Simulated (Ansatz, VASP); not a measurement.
# SnO2 in VASP and in Ansatz

File INCAR:

```
SYSTEM = SnO2
ALGO = Normal ; EDIFF = 1E-6
ENCUT = 520 ; GGA = PE
ISIF = 2 ; ISMEAR = 0
IVDW = 12 ; LASPH = .TRUE.
LCHARG = .FALSE. ; LREAL = .FALSE.
LWAVE = .FALSE. ; NBANDS = 35
NELM = 60 ; PREC = Accurate
SIGMA = 0.05
```

File KPOINTS:

```
k-points
0
G
  12 12 4
  0 0 0
```

The input POSCAR:

```
SnO2
1.0
    3.2727019567      0.0000000000      0.0000000000
   -1.6363509783      2.8342430336      0.0000000000
    0.0000000000      0.0000000000     10.7442805240
Sn O
2 4
Direct
    0.0000000000      0.0000000000      0.5000000000
    0.0000000000      0.0000000000      0.0000000000
    0.6666666667      0.3333333333      0.4017901367
    0.6666666667      0.3333333333      0.0982098633
    0.3333333333      0.6666666667      0.5982098633
    0.3333333333      0.6666666667      0.9017901367
```

Input for Ansatz:

```yaml
crystal:
  lattice:
    - [3.2727019567, 0.0, 0.0]
    - [-1.6363509783, 2.8342430336, 0.0]
    - [0.0, 0.0, 10.744280524]
  atoms:
    - { symbol: Sn, position: [0.0, 0.0, 0.5] }
    - { symbol: Sn, position: [0.0, 0.0, 0.0] }
    - { symbol: O, position: [0.6666666667, 0.3333333333, 0.4017901367] }
    - { symbol: O, position: [0.6666666667, 0.3333333333, 0.0982098633] }
    - { symbol: O, position: [0.3333333333, 0.6666666667, 0.5982098633] }
    - { symbol: O, position: [0.3333333333, 0.6666666667, 0.9017901367] }
basis:
  ecutwfc: 520.0
kpoints:
  mp_grid: { grid: [12, 12, 4] }
hamiltonian:
  xc: pbe
  dispersion: d3bj
scf:
  occupations: { method: gaussian, width: 0.05 }
output:
  forces: true
  stress: true
  eigenvalues: true
```

Alike in both runs: task single point; functional PBE; dispersion D3(BJ); k mesh 12 × 12 × 4; occupations gaussian, width 0.05 eV; no spin polarisation.

```csv
,VASP,Ansatz
version,VASP 6.6.1,Ansatz 0.2.0
potentials or method,"VASP PAW PBE potentials, release 64 (Sn_d, O), cutoff 520 eV","scalar-relativistic, plane waves, PAW"
valence electrons in the cell,52,52
```

VASP gave:

* gap on the k mesh at the Fermi level (eV): 1.77
* least direct gap on the mesh (eV): 2.05
* pressure (GPa): -7.4
* traceless stress, the component that is largest in VASP (GPa): 1.74
* rms of the force components (eV/Å): 0.354

**Question.** Estimate Ansatz's values.

**Answer.** gap on the k mesh at the Fermi level (eV): 1.80; least direct gap on the mesh (eV): 2.07; pressure (GPa): -7.9; traceless stress, the component that is largest in VASP (GPa): 2.02; rms of the force components (eV/Å): 0.377.

Atom by atom the forces differ by 0.023 eV/Å (rms over components).
